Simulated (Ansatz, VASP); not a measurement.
**Al2Cu in VASP and in Ansatz**

```xyz
3
Lattice="4.1052 0.0000 0.0000 0.0000 4.1052 0.0000 0.0000 0.0000 2.8913" Properties=species:S:1:pos:R:3 pbc="T T T"
Al    2.0526    0.0000    1.4457
Al    0.0000    2.0526    1.4457
Cu    0.0000    0.0000    0.0000
```

Alike in both runs: task single point; functional r2SCAN; k mesh 6 × 6 × 8; occupations gaussian, width 0.1 eV; no spin polarisation.

```csv
,VASP,Ansatz
version,VASP 6.6.1,Ansatz 0.2.0
potentials or method,"VASP PAW PBE potentials, release 64 (Al, Cu), cutoff 520 eV","scalar-relativistic, plane waves, PAW"
valence electrons in the cell,17,25
```

```csv
,VASP,Ansatz,Ansatz less VASP
gap on the k mesh at the Fermi level (eV),none,none,-
pressure (GPa),-2.1,-2.1,+0.05
"traceless stress, the component that is largest in VASP (GPa)",-1.89,-1.86,+0.038
```

VASP's potentials were made for PBE, not for r2SCAN. A gap of «none» marks a metal or a gap that the smearing closes. VASP's potentials hold 17 valence electrons a cell and Ansatz's 25, so a difference there can come from the potentials and not from the codes.
